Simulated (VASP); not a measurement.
# Zn: single point with PBEsol

Zn:

```
CELL_PARAMETERS angstrom
2.62878 0.00000 0.00000
-1.31439 2.27659 0.00000
0.00000 0.00000 4.87984
ATOMIC_POSITIONS crystal
Zn 0.33333 0.66667 0.25000
Zn 0.66667 0.33333 0.75000
```

This cell differs from its parent crystal: volume scaled by 0.96.

* Program: VASP 6.6.1
* Task: single point
* Functional: PBEsol
* Potentials or basis: VASP PAW PBE potentials, release 64 (Zn)
* Cutoff: 520 eV
* k mesh: 16 × 16 × 8
* Occupations: fermi-dirac, width 0.03 eV
* Spin: no spin polarisation
* Dipole correction: no
* Further INCAR settings: ALGO = Normal; EDIFF = 1e-06; NBANDS = 19

| Quantity | Value |
| --- | --- |
| Pressure | -2.2 GPa |
| Band gap on the k mesh | zero (band 12 reaches 4.54 eV, above the bottom of band 13 at 0.23 eV) |

Stress tensor (GPa, compression positive):
```
-1.88  0.00  0.00
 0.00 -1.88  0.00
 0.00  0.00 -2.71
```

Levels at points of the mesh, in eV from the Fermi level:
| k point | band 9 | band 10 | band 11 | band 12 | band 13 | band 14 | band 15 | band 16 |
| --- | --- | --- | --- | --- | --- | --- | --- | --- |
| (0.00, 0.00, 0.00) | -7.40 | -7.17 | -7.17 | -3.90 | -3.05 | 13.93 | 17.62 | 17.89 |
| (0.50, 0.00, 0.00) | -6.98 | -6.96 | -3.03 | -2.24 | 2.66 | 3.52 | 4.28 | 5.75 |
| (0.00, 0.00, 0.50) | -7.26 | -7.26 | -7.26 | -7.26 | 4.66 | 4.66 | 19.23 | 19.23 |
| (0.50, 0.00, 0.50) | -6.97 | -6.97 | -2.05 | -2.05 | 0.16 | 0.16 | 10.34 | 10.34 |

Wall time 58 s on 1 thread of Intel(R) Xeon(R) Platinum 8375C CPU @ 2.90GHz (Ice Lake), with other jobs on the host, peak memory 0.18 GiB.

Caveat: the PAW data sets were made with another functional, which shifts forces and pressure a little.
